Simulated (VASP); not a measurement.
# Al31N33 (a cell with a defect): single point with PBEsol

Al31N33 (a cell with a defect):

```
Al N
1.0
     8.75544    0.00000    0.00000
     0.00000    8.75544    0.00000
     0.00000    0.00000    8.75544
Al N
31 33
Cartesian
  8.7541 0.0002 0.0019
  8.7492 0.0038 4.3833
  0.0014 4.3802 8.7512
  0.0099 4.3798 4.3834
  4.3714 0.0015 0.0024
  4.3704 8.7460 4.3848
  4.3727 4.3791 8.7494
  2.1827 2.1881 8.7462
  2.1928 2.2103 4.4077
  2.1870 6.5684 0.0078
  2.1951 6.5487 4.3744
  6.5633 2.1908 0.0010
  6.5968 2.1461 4.4381
  6.5643 6.5729 8.7421
  6.5556 6.5570 4.3866
  2.1836 8.7464 2.1939
  2.1860 0.0053 6.5693
  2.1708 4.3886 2.1917
  2.2060 4.3629 6.5493
  6.5580 8.7499 2.1968
  6.5622 8.7437 6.5727
  6.6258 4.4448 2.1358
  6.5654 4.3798 6.5827
  8.7554 2.1903 2.1937
  0.0119 2.1859 6.5757
  0.0159 6.5770 2.1891
  8.7467 6.5678 6.5682
  4.3231 2.1525 2.1672
  4.3498 2.2084 6.5638
  4.3607 6.5554 2.2025
  4.3748 6.5399 6.5506
  4.8252 4.2417 3.9363
  1.0900 1.0972 1.1010
  1.0726 1.0808 5.4751
  1.0685 5.4733 1.0760
  1.0847 5.4782 5.4843
  5.4738 1.1095 1.1128
  5.4671 1.0930 5.4831
  5.4753 5.4787 1.0882
  5.6130 5.5731 5.5995
  3.2818 3.2829 1.1020
  3.1804 3.1768 5.5809
  3.2857 7.6839 1.0864
  3.2765 7.6638 5.4799
  7.6624 3.2806 1.0963
  7.6625 3.2799 5.4786
  7.6560 7.6686 1.0992
  7.6675 7.6795 5.4713
  3.2781 1.0963 3.2936
  3.2836 1.0814 7.6850
  3.1362 5.5943 3.1375
  3.2756 5.4759 7.6745
  7.6440 1.1072 3.2828
  7.6563 1.0951 7.6690
  7.6763 5.4817 3.2829
  7.6746 5.4715 7.6834
  1.0819 3.2765 3.2827
  1.0768 3.2856 7.6822
  1.0752 7.6864 3.2907
  1.0893 7.6658 7.6672
  5.5193 3.3126 3.2769
  5.4760 3.2758 7.6775
  5.4721 7.6649 3.2841
  5.4656 7.6747 7.6752
```

```
Program                : VASP 6.6.1
Task                   : single point
Functional             : PBEsol
Potentials or basis    : VASP PAW PBE potentials, release 64 (Al, N)
Cutoff                 : 520 eV
k mesh                 : 1 × 1 × 1, shifted
Occupations            : fermi-dirac, width 0.05 eV
Spin                   : collinear spin
Dipole correction      : no
Charge                 : -1
Further INCAR settings : LREAL = Auto; ALGO = Normal; EDIFF = 1e-06; NBANDS = 171; ISYM = -1; NELECT = 259.0
```

- Largest force: 0.224 eV/Å
- Net moment: 1.00 μB per cell
- Site moments: Al +0.00, -0.00, +0.01 (each value once); N +0.44, +0.00, -0.00, -0.01, +0.11, +0.01, +0.05 (each value once) μB
- Valence electrons inside the program's atomic spheres: Al 0.82, 0.83, 0.84, 0.81 (each value once); N 3.53, 3.84, 3.85, 3.80, 3.82, 3.81, 3.87 (each value once)

Forces in eV/Å, atoms in the order of the input:
```
Al   0.001  0.002 -0.001
Al  -0.002  0.002 -0.013
Al  -0.004  0.001  0.003
Al  -0.004 -0.002 -0.002
Al   0.007  0.000  0.003
Al   0.005 -0.002 -0.002
Al   0.004 -0.004  0.000
Al   0.005  0.000 -0.003
Al  -0.011 -0.007 -0.017
Al   0.001  0.000  0.005
Al  -0.002  0.002 -0.001
Al   0.001  0.000  0.002
Al  -0.004 -0.003 -0.013
Al   0.002 -0.001  0.000
Al  -0.003  0.010 -0.003
Al   0.001  0.000  0.000
Al   0.006  0.000 -0.004
Al  -0.018 -0.002 -0.004
Al  -0.010  0.018  0.009
Al   0.002  0.002  0.001
Al  -0.003  0.001 -0.004
Al   0.003 -0.005 -0.005
Al   0.002 -0.009  0.015
Al  -0.002 -0.002 -0.001
Al   0.001  0.004 -0.002
Al  -0.001  0.004  0.000
Al  -0.004 -0.003 -0.001
Al   0.002  0.001  0.003
Al   0.018 -0.009  0.008
Al  -0.002  0.012  0.000
Al   0.004  0.000  0.002
N   -0.121  0.150  0.115
N   -0.001 -0.001 -0.001
N    0.005  0.003  0.000
N    0.002  0.000  0.002
N    0.002  0.002  0.006
N   -0.003 -0.002 -0.004
N   -0.001 -0.001  0.005
N    0.000 -0.005 -0.001
N   -0.014  0.004 -0.003
N    0.005 -0.002 -0.006
N    0.009  0.007 -0.009
N   -0.001 -0.002  0.002
N    0.000 -0.001  0.002
N    0.003  0.000 -0.006
N    0.006  0.002  0.006
N    0.000  0.000  0.001
N   -0.002 -0.002  0.002
N   -0.001  0.002 -0.001
N    0.000  0.001 -0.002
N    0.014 -0.002  0.006
N   -0.004  0.002 -0.005
N    0.006 -0.007  0.000
N    0.001 -0.001  0.002
N    0.001  0.002  0.003
N    0.000 -0.001  0.001
N    0.004  0.000  0.002
N    0.003  0.003 -0.002
N    0.003 -0.003  0.004
N    0.000  0.001  0.001
N    0.102 -0.153 -0.097
N   -0.001 -0.001 -0.002
N   -0.004 -0.003  0.005
N   -0.007 -0.001  0.000
```

Levels at points of the mesh, in eV from the Fermi level:
Spin up:
| k point | band 126 | band 127 | band 128 | band 129 | band 130 | band 131 | band 132 | band 133 | band 134 | band 135 |
| --- | --- | --- | --- | --- | --- | --- | --- | --- | --- | --- |
| (0.25, 0.25, 0.25) | -2.40 | -2.10 | -1.69 | -0.94 | -0.39 | 0.40 | 1.82 | 1.94 | 2.02 | 2.77 |
Spin down:
```
           k point  band 126  band 127  band 128  band 129  band 130  band 131  band 132  band 133
(0.25, 0.25, 0.25)     -2.39     -2.02     -1.33     -0.80      0.49      0.69      1.82      1.98
```

It took 8.7 min on 1 thread of Intel(R) Xeon(R) 6975P-C (Granite Rapids), on a shared host, peak memory 0.97 GiB.

Caveat: the cell carries a net charge on a neutralising background, which shifts energy and pressure; the cell is charged against a uniform background, so pressure and absolute levels hang on convention; the PAW data sets were made with another functional, which shifts forces and pressure a little.
